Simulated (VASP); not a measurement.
Wanted: the native input for a VASP 6.6.1 run.

```yaml
Task: single point
Functional: PBEsol
Potentials_or_basis: VASP PAW PBE potentials, release 64 (Si, O)
Cutoff: 520 eV
k_mesh: 10 × 10 × 10
Occupations: fermi-dirac, width 0.02 eV
Spin: no spin polarisation
Dipole_correction: no
Further_INCAR_settings: ALGO = Normal; EDIFF = 1e-07; NBANDS = 25
```

The structure of SiO2 lies in POSCAR:

```
SiO2
1.0
   -1.7505764998      1.7505764998      4.2245577433
    1.7505764998     -1.7505764998      4.2245577433
    1.7505764998      1.7505764998     -4.2245577433
Si O
2 4
Direct
    0.7500000000      0.2500000000      0.5000000000
    0.0000000000      0.0000000000      0.0000000000
    0.5414264689      0.0414264689      0.5000000000
    0.7914264689      0.7914264689      0.0000000000
    0.2085735311      0.2085735311      0.0000000000
    0.9585735311      0.4585735311      0.5000000000
```

One way to write it, as run:

INCAR

```
SYSTEM = SiO2
PREC = Accurate
ENCUT = 520
EDIFF = 1E-7
ISMEAR = -1
SIGMA = 0.02
LREAL = .FALSE.
LASPH = .TRUE.
NELM = 100
ALGO = Normal
ISIF = 2
LWAVE = .FALSE.
LCHARG = .FALSE.
GGA = PS
NBANDS = 25
```

KPOINTS

```
regular mesh
0
G
  10 10 10
  0 0 0
```

Potentials or basis: VASP PAW PBE potentials, release 64 (Si, O).

Run with:

```console
$ cat potpaw_PBE.64/Si/POTCAR potpaw_PBE.64/O/POTCAR > POTCAR
$ mpirun -np 1 vasp_std > vasp.out
```

Results of the run:

The pressure is 0.6 GPa and the largest force is 0.027 eV/Å. The band gap on the k mesh is 6.08 eV (least direct gap 6.79 eV).

Caveat: the PAW data sets were made with another functional, which shifts forces and pressure a little.

Run time: 2.2 min on 1 thread of Intel(R) Xeon(R) Platinum 8259CL CPU @ 2.50GHz (Skylake/Cascade Lake), with other jobs on the host, peak memory 0.26 GiB.
